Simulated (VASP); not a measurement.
The system is RbBr.

```xyz
2
Lattice="4.1279 0.0000 0.0000 0.0000 4.1279 0.0000 0.0000 0.0000 4.1279" Properties=species:S:1:pos:R:3 pbc="T T T"
Rb    0.0000    0.0000    0.0000
Br    2.0640    2.0640    2.0640
```

Base run:

| Item | Value |
| --- | --- |
| Program | VASP 6.6.1 |
| Functional | HSE06 |
| Potentials or basis | VASP PAW PBE potentials, release 64 (Rb_sv, Br) |
| Cutoff | 520 eV |
| k mesh | 4 × 4 × 4 |
| Occupations | gaussian, width 0.01 eV |
| Spin | no spin polarisation |

Its results: band gap on the k mesh 5.26 eV (least direct gap 5.42 eV); pressure 0.4 GPa.

Problem. The run is repeated on the same cell with these changes: functional from HSE06 to PBE. What comes out?

Solution. Band gap on the k mesh 4.07 eV (least direct gap 4.23 eV); pressure 0.8 GPa.

Caveats: the PAW data sets were made with another functional, which shifts forces and pressure a little (at least some runs).

A k mesh can miss the band edges.
